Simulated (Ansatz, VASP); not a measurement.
BaTiO3 in VASP and in Ansatz

Contents of INCAR:

```
  PREC = Accurate
  ENCUT = 520
  EDIFF = 1E-6
  ISMEAR = 0
  SIGMA = 0.02
  LREAL = False
  LASPH = True
  NELM = 100
  ALGO = Normal
  ISIF = 2
  LWAVE = False
  LCHARG = False
  GGA = PE
  IBRION = 2
  NSW = 60
  EDIFFG = -0.008
```

KPOINTS

```
Automatic mesh
0
Gamma
  8 8 6
```

File POSCAR:

```
BaTiO3
1.0
    3.9854497974      0.0000000000      0.0000000000
    0.0000000000      3.9854497974      0.0000000000
    0.0000000000      0.0000000000      4.0744681653
Ba Ti O
1 1 3
Direct
    0.5000000000      0.5000000000      0.5871413519
    0.0000000000      0.0000000000      0.1045449601
    0.0000000000      0.5000000000      0.0616190250
    0.5000000000      0.0000000000      0.0616190250
    0.0000000000      0.0000000000      0.5450726280
```

Input for Ansatz:

```yaml
crystal:
  lattice:
    - [3.9854497974, 0.0, 0.0]
    - [0.0, 3.9854497974, 0.0]
    - [0.0, 0.0, 4.0744681653]
  atoms:
    - { symbol: Ba, position: [0.5, 0.5, 0.5871413519] }
    - { symbol: Ti, position: [0.0, 0.0, 0.1045449601] }
    - { symbol: O, position: [0.0, 0.5, 0.061619025] }
    - { symbol: O, position: [0.5, 0.0, 0.061619025] }
    - { symbol: O, position: [0.0, 0.0, 0.545072628] }
basis:
  ecutwfc: 420
kpoints:
  mp_grid: { grid: [8, 8, 6] }
hamiltonian:
  xc: pbe
scf:
  occupations: { method: gaussian, width: 0.02 }
output:
  forces: true
  stress: true
  eigenvalues: true
relax:
  adjacent_minimum: "off"
  f_tol: 0.008
  max_steps: 40
```

Change from the starting cell: strain along c alone, the other axes held, atoms relaxed: -3.0 %.

Alike in both runs: task relaxation of the atoms; functional PBE; k mesh 8 × 8 × 6; occupations gaussian, width 0.02 eV; no spin polarisation.

```csv
,VASP,Ansatz
version,VASP 6.6.1,Ansatz 0.2.0
potentials or method,"VASP PAW PBE potentials, release 64 (Ba_sv, Ti_sv, O), cutoff 520 eV","scalar-relativistic, plane waves, PAW"
valence electrons in the cell,40,40
```

Ansatz gave:

* gap on the k mesh at the Fermi level, each at its own relaxed structure (eV): 1.86

Q: Which values does VASP return?

A: gap on the k mesh at the Fermi level, each at its own relaxed structure (eV): 1.79.

Ansatz's warnings: stress scf threshold loose.

Neither program's run includes spin-orbit coupling.
